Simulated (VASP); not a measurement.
# VAu (R-3m) in VASP: settings compared, part 2 of 2

VASP 6.6.1. The steps go on from the part before.

## (3) Single point, r2SCAN, collinear spin, ferromagnetic start

This run uses another cell than the first one, of 15.85 Å³/atom.

The input, POSCAR:

```
VAu
1.0
    1.4381854410      0.8303367515      4.4236234774
   -1.4381854410      0.8303367515      4.4236234774
    0.0000000000     -1.6606735031      4.4236234774
Au V
1 1
Direct
    0.0000000000      0.0000000000      0.0000000000
    0.5000000000      0.5000000000      0.5000000000
```

The input, INCAR.step1:

```
SYSTEM = VAu
ALGO = Normal ; EDIFF = 1E-4
ENCUT = 520 ; GGA = PE
ISMEAR = -1 ; ISPIN = 2
LASPH = .TRUE. ; LCHARG = .FALSE.
LMAXMIX = 4 ; LREAL = .FALSE.
LWAVE = .TRUE. ; MAGMOM = 0 2
NBANDS = 23 ; NELM = 150
PREC = Accurate ; SIGMA = 0.05
```

The input, INCAR.step2:

```
SYSTEM = VAu
ALGO = Normal ; EDIFF = 1E-6
ENCUT = 520 ; ISIF = 2
ISMEAR = -1 ; ISPIN = 2
ISTART = 1 ; LASPH = .TRUE.
LCHARG = .FALSE. ; LMAXMIX = 4
LMIXTAU = .TRUE. ; LORBIT = 11
LREAL = .FALSE. ; LWAVE = .FALSE.
MAGMOM = 0 2 ; METAGGA = R2SCAN
NBANDS = 23 ; NELM = 150
PREC = Accurate ; SIGMA = 0.05
```

The input, KPOINTS:

```
k-points
0
G
  11 11 11
  0 0 0
```

Potentials or basis: VASP PAW PBE potentials, release 64 (Au, V_sv).

Run with:

```sh
cat potpaw_PBE.64/Au/POTCAR potpaw_PBE.64/V_sv/POTCAR > POTCAR
cp INCAR.step1 INCAR
mpirun -np 1 vasp_std > vasp.out
cp INCAR.step2 INCAR
mpirun -np 1 vasp_std > vasp.out
```

OUTCAR:

```text
SYSTEM = VAu
   EDIFF = 1E-6
   ENCUT = 520
   ISIF = 2
   ISMEAR = -1
   ISPIN = 2
   ISTART = 1
   LASPH = .TRUE.
   LORBIT = 11
   LREAL = .FALSE.
   METAGGA = R2SCAN
   NELM = 150
   PREC = Accurate

 ion  position               nearest neighbor table
   1  0.000  0.000  0.000-   2 2.77   2 2.77   2 2.77   2 2.77   2 2.77   2 2.77
   2  0.500  0.500  0.500-   1 2.77   1 2.77   1 2.77   1 2.77   1 2.77   1 2.77

  LATTYP: Found a trigonal (rhomboedric) cell.
 ALAT       =     4.7250694337
 COS(alpha) =     0.8147136687

  Lattice vectors:

 A1 = (   1.4381854410,   0.8303367515,   4.4236234774)
 A2 = (  -1.4381854410,   0.8303367515,   4.4236234774)
 A3 = (   0.0000000000,  -1.6606735031,   4.4236234774)

Analysis of symmetry for initial positions (statically):
=====================================================================
 Subroutine PRICEL returns:
 Original cell was already a primitive cell.

 Routine SETGRP: Setting up the symmetry group for a
 trigonal (rhombohedral) supercell.

 Subroutine GETGRP returns: Found 12 space group operations
 (whereof 12 operations were pure point group operations)
 out of a pool of 12 trial point group operations.

The static configuration has the point symmetry D_3d.

Analysis of symmetry for dynamics (positions and initial velocities):
=====================================================================
 Subroutine PRICEL returns:
 Original cell was already a primitive cell.

 Routine SETGRP: Setting up the symmetry group for a
 trigonal (rhombohedral) supercell.

 Subroutine GETGRP returns: Found 12 space group operations
 (whereof 12 operations were pure point group operations)
 out of a pool of 12 trial point group operations.

The dynamic configuration has the point symmetry D_3d.

Analysis of structural, dynamic, and magnetic symmetry:
=====================================================================
 Subroutine PRICEL returns:
 Original cell was already a primitive cell.

 Routine SETGRP: Setting up the symmetry group for a
 trigonal (rhombohedral) supercell.

[... 147 lines left out ...]
  free energy    TOTEN  =       -64.23429145 eV

  energy without entropy =      -64.21820337  energy(sigma->0) =      -64.22624741

 E-fermi :   9.4721     XC(G=0): -13.6834

 val. band max:        9.4668208821   @ k =   0.2727   0.0909   0.0000
 cond. band min:       9.5042201198   @ k =   0.3636   0.1818   0.1818
 fundamental gap:      0.0373992377
 Fermi energy:         9.4721340056

 spin component 1

 k-point     1 :       0.0000    0.0000    0.0000
  band No.  band energies     occupation
      1     -57.5715      1.00000
      2     -30.4169      1.00000
      3     -30.0032      1.00000
      4     -30.0032      1.00000
      5      -0.1221      1.00000
      6       2.6317      1.00000
[... 613 lines left out ...]
     22      29.5718      0.00000
     23      30.6443      0.00000

 [... further k-points ...]

 spin component 2

 k-point     1 :       0.0000    0.0000    0.0000
  band No.  band energies     occupation
      1     -57.5713      1.00000
      2     -30.4166      1.00000
      3     -30.0030      1.00000
      4     -30.0030      1.00000
      5      -0.1221      1.00000
      6       2.6317      1.00000
[... 613 lines left out ...]
     22      29.5719      0.00000
     23      30.6444      0.00000

 [... further k-points ...]

------------------------ aborting loop because EDIFF is reached ----------------------------------------

  FORCE on cell =-STRESS in cart. coord.  units (eV):
  Direction    XX          YY          ZZ          XY          YZ          ZX
  --------------------------------------------------------------------------------------
  -------------------------------------------------------------------------------------
  Total       -1.5842853     -1.5842853      1.0206969      0.0000000     -0.0000000     -0.0000000
  in kB      -80.0839386    -80.0839386     51.5951457      0.0000000     -0.0000000     -0.0000000
  external PRESSURE =     -36.1909105 kB  Pullay stress =       0.0000000 kB

 VOLUME and BASIS-vectors are now :
 -----------------------------------------------------------------------------
  energy-cutoff  :      520.00
  volume of cell :       31.70
      direct lattice vectors                 reciprocal lattice vectors
     1.438185441  0.830336751  4.423623477     0.347660313  0.200721775  0.075353008
    -1.438185441  0.830336751  4.423623477    -0.347660313  0.200721775  0.075353008
     0.000000000 -1.660673503  4.423623477     0.000000000 -0.401443550  0.075353008

 POSITION                                       TOTAL-FORCE (eV/Angst)
 -----------------------------------------------------------------------------------
      0.00000      0.00000      0.00000         0.000000      0.000000      0.000000
      0.00000     -0.00000      6.63544         0.000000     -0.000000     -0.000000
 -----------------------------------------------------------------------------------
    total drift:                                0.000000     -0.000000      0.000000

  FREE ENERGIE OF THE ION-ELECTRON SYSTEM (eV)
  ---------------------------------------------------
  free  energy   TOTEN  =       -64.2342914494 eV

  energy  without entropy=      -64.2182033693  energy(sigma->0) =      -64.22624741

 total charge

# of ion       s       p       d       tot
------------------------------------------
    1        0.666   0.505   8.640   9.811
    2        2.265   6.172   2.902  11.339
--------------------------------------------------
tot          2.931   6.677  11.542  21.150

 magnetization (x)

# of ion       s       p       d       tot
------------------------------------------
    1       -0.000   0.000   0.000   0.000
    2        0.000   0.000   0.000   0.000
--------------------------------------------------
tot          0.000   0.000   0.000   0.000
```

OSZICAR.step1:

```text
N       E                     dE             d eps       ncg     rms          rms(c)
DAV:   1     0.225116304129E+03    0.22512E+03   -0.13620E+04 13680   0.110E+03
DAV:   2    -0.770456818076E+01   -0.23282E+03   -0.22478E+03 14412   0.333E+02
DAV:   3    -0.132289938530E+02   -0.55244E+01   -0.55015E+01 15707   0.578E+01
DAV:   4    -0.132642296872E+02   -0.35236E-01   -0.35233E-01 15042   0.472E+00
DAV:   5    -0.132647358689E+02   -0.50618E-03   -0.50618E-03 16078   0.574E-01    0.177E+01
DAV:   6    -0.117716787800E+02    0.14931E+01   -0.44966E+00 14972   0.192E+01    0.567E+00
DAV:   7    -0.118077545428E+02   -0.36076E-01   -0.82295E-01 14734   0.642E+00    0.555E+00
DAV:   8    -0.117704647538E+02    0.37290E-01   -0.29118E-01 14951   0.366E+00    0.249E+00
DAV:   9    -0.117786503984E+02   -0.81856E-02   -0.51911E-02 15343   0.162E+00    0.141E+00
DAV:  10    -0.117814567910E+02   -0.28064E-02   -0.23900E-02 15196   0.905E-01    0.302E-01
DAV:  11    -0.117827291728E+02   -0.12724E-02   -0.15543E-03 15105   0.232E-01    0.153E-01
DAV:  12    -0.117831386563E+02   -0.40948E-03   -0.44100E-04 12237   0.117E-01    0.480E-02
DAV:  13    -0.117831871394E+02   -0.48483E-04   -0.62105E-05  7472   0.449E-02
   1 F= -.11783187E+02 E0= -.11774044E+02  d E =-.182868E-01  mag=    -0.0007
```

Run time: 17 min. Hardware: 1 thread of AMD EPYC 9R45 (Zen 5), shared host; peak memory 0.35 GiB.

What came out:

```yaml
Free_energy: -64.2343 eV
Pressure: -3.6 GPa
Band_gap_on_the_k_mesh: zero (filled and empty bands overlap)
Net_moment: 0.00 μB per cell
Valence_electrons_inside_the_program's_atomic_spheres: Au 9.81; V 11.34
```

Caveat: the cell stands under tension; the PAW data sets were made with another functional, which shifts forces and pressure a little; spin-orbit coupling is left out, which moves the levels of the heavy elements.

## (4) Single point, PBE, collinear spin, ferromagnetic start

This run uses another cell than the first one, of 16.52 Å³/atom.

The input, INCAR:

```
SYSTEM = VAu
  PREC = Accurate
  ENCUT = 520
  EDIFF = 1E-6
  ISMEAR = -1
  SIGMA = 0.05
  LREAL = .FALSE.
  LASPH = .TRUE.
  NELM = 150
  ALGO = Normal
  ISIF = 2
  LWAVE = .FALSE.
  LCHARG = .TRUE.
  ISPIN = 2
  MAGMOM = 0 2
  LORBIT = 11
  LMAXMIX = 4
  GGA = PE
  LELF = .TRUE.
  LVHAR = .TRUE.
  NBANDS = 23
```

The input, KPOINTS:

```
regular mesh
0
G
  11 11 11
  0 0 0
```

The input, POSCAR:

```
VAu
1.0
    1.4289610523      0.8250110482      4.6717669606
   -1.4289610523      0.8250110482      4.6717669606
    0.0000000000     -1.6500220965      4.6717669606
Au V
1 1
Direct
    0.0000000000      0.0000000000      0.0000000000
    0.5000000000      0.5000000000      0.5000000000
```

Run with:

```sh
cat potpaw_PBE.64/Au/POTCAR potpaw_PBE.64/V_sv/POTCAR > POTCAR
mpirun -np 1 vasp_std > vasp.out
```

It took 5 min on 1 thread of Intel Xeon 6975P-C (Granite Rapids), shared host; peak memory 0.41 GiB.

Results (log left out):

* Free energy: -11.8078 eV
* Pressure: -7.5 GPa
* Band gap on the k mesh: zero (filled and empty bands overlap)
* Net moment: 0.00 μB per cell
* Valence electrons inside the program's atomic spheres: Au 9.72; V 11.33

Stress tensor (GPa, compression positive):
```
-8.07  0.00  0.00
 0.00 -8.07  0.00
 0.00  0.00 -6.29
```

Levels at points of the mesh, in eV from the Fermi level:
Spin up:
```csv
k point,band 8,band 9,band 10,band 11,band 12,band 13,band 14,band 15,band 16,band 17
"(0.00, 0.00, 0.00)",-4.79,-3.49,-3.49,-1.59,-0.52,0.43,0.43,1.58,1.58,5.42
```
Spin down:
```
           k point  band 8  band 9  band 10  band 11  band 12  band 13  band 14  band 15  band 16  band 17
(0.00, 0.00, 0.00)   -4.79   -3.49    -3.49    -1.59    -0.52     0.43     0.43     1.58     1.58     5.42
```

Caveat: the cell stands under tension; spin-orbit coupling is left out, which moves the levels of the heavy elements.

## (5) Single point, PBE, collinear spin, ferromagnetic start

This run uses another cell than the first one, of 16.84 Å³/atom.

The input, INCAR:

```
PREC     = Accurate       # precision mode
ENCUT    = 520            # plane-wave cutoff, eV
EDIFF    = 1E-6           # SCF threshold, eV
ISMEAR   = -1             # smearing method
SIGMA    = 0.05           # smearing width, eV
LREAL    = False          # projectors in reciprocal space
LASPH    = True           # aspherical terms in the spheres
NELM     = 150            # most SCF steps
ALGO     = Fast           # electronic algorithm
ISIF     = 2              # what is computed and relaxed
LWAVE    = False          # write WAVECAR
LCHARG   = False          # write CHGCAR
ISPIN    = 2              # spin polarisation
MAGMOM   = 0 2            # initial moments
LORBIT   = 11             # projections on sites
LMAXMIX  = 4              # l up to which the mixer works
GGA      = PE             # functional
NBANDS   = 23             # bands
```

The input, KPOINTS:

```
Automatic mesh
0
Gamma
  11 11 11
```

The input, POSCAR:

```
VAu
1.0
    1.4380629605      0.8302660373      4.7015242404
   -1.4380629605      0.8302660373      4.7015242404
    0.0000000000     -1.6605320747      4.7015242404
Au V
1 1
Direct
    0.0000000000      0.0000000000      0.0000000000
    0.5000000000      0.5000000000      0.5000000000
```

Potentials or basis: VASP PAW PBE potentials, release 64 (Au, V_sv).

Run with:

```sh
cat potpaw_PBE.64/Au/POTCAR potpaw_PBE.64/V_sv/POTCAR > POTCAR
mpirun -np 1 vasp_std > vasp.out
```

OUTCAR:

```text
PREC = Accurate
   ENCUT = 520
   EDIFF = 1E-6
   ISMEAR = -1
   LREAL = False
   LASPH = True
   NELM = 150
   ISIF = 2
   ISPIN = 2
   LORBIT = 11
   GGA = PE

 ion  position               nearest neighbor table
   1  0.000  0.000  0.000-   2 2.88   2 2.88   2 2.88   2 2.88   2 2.88   2 2.88
   2  0.500  0.500  0.500-   1 2.88   1 2.88   1 2.88   1 2.88   1 2.88   1 2.88

  LATTYP: Found a trigonal (rhomboedric) cell.
 ALAT       =     4.9861505146
 COS(alpha) =     0.8336376570

  Lattice vectors:

 A1 = (   1.4380629605,   0.8302660373,   4.7015242404)
 A2 = (  -1.4380629605,   0.8302660373,   4.7015242404)
[... 1463 lines left out ...]

 VOLUME and BASIS-vectors are now :
 -----------------------------------------------------------------------------
  energy-cutoff  :      520.00
  volume of cell :       33.68
      direct lattice vectors                 reciprocal lattice vectors
     1.438062960  0.830266037  4.701524240     0.347689923  0.200738871  0.070898993
    -1.438062960  0.830266037  4.701524240    -0.347689923  0.200738871  0.070898993
     0.000000000 -1.660532075  4.701524240     0.000000000 -0.401477741  0.070898993

 POSITION                                       TOTAL-FORCE (eV/Angst)
 -----------------------------------------------------------------------------------
      0.00000      0.00000      0.00000        -0.000000      0.000000      0.000000
      0.00000     -0.00000      7.05229         0.000000     -0.000000     -0.000000
 -----------------------------------------------------------------------------------
    total drift:                               -0.000000      0.000000     -0.000000

  FREE ENERGIE OF THE ION-ELECTRON SYSTEM (eV)
  ---------------------------------------------------
  free  energy   TOTEN  =       -11.7736199680 eV

  energy  without entropy=      -11.7528932923  energy(sigma->0) =      -11.76325663

 total charge

# of ion       s       p       d       tot
------------------------------------------
    1        0.619   0.445   8.634   9.698
    2        2.260   6.138   2.908  11.307
--------------------------------------------------
tot          2.880   6.583  11.543  21.005

 magnetization (x)

# of ion       s       p       d       tot
------------------------------------------
    1       -0.000  -0.000   0.000   0.000
    2        0.000   0.000   0.000   0.000
--------------------------------------------------
tot         -0.000   0.000   0.000   0.000
```

Run time: 5.4 min. Hardware: 1 thread of Intel Xeon 6975P-C (Granite Rapids), shared host; peak memory 0.42 GiB.

Results:

| Property | Result |
| --- | --- |
| Free energy | -11.7736 eV |
| Pressure | -9.9 GPa |
| Band gap on the k mesh | zero (filled and empty bands overlap) |
| Net moment | 0.00 μB per cell |
| Valence electrons inside the program's atomic spheres | Au 9.70; V 11.31 |

Caveat: the cell stands under tension; spin-orbit coupling is left out, which moves the levels of the heavy elements.

## (6) Overview

```tsv
level	cell	gap on the mesh (eV)	pressure (GPa)	moment (μB)
r2SCAN	a = 4.694 Å, angles 35.3°, 2 atoms	none	1.1	0.00
r2SCAN	a = 4.725 Å, angles 35.4°, 2 atoms	none	-3.6	0.00
PBE	a = 4.955 Å, angles 33.5°, 2 atoms	none	-7.5	0.00
PBE	a = 4.986 Å, angles 33.5°, 2 atoms	none	-9.9	0.00
```

Alike in all rows: task single point; potentials or basis VASP PAW PBE potentials, release 64 (Au, V_sv); spin collinear, ferromagnetic start; k mesh 11 × 11 × 11; cutoff (eV) 520; smearing fermi-dirac 0.05 eV.

Caveats: spin-orbit coupling is left out, which moves the levels of the heavy elements; the cell stands under tension (at least some runs); the PAW data sets were made with another functional, which shifts forces and pressure a little (at least some runs).

Absolute energies hang on the potentials; compare differences alone.
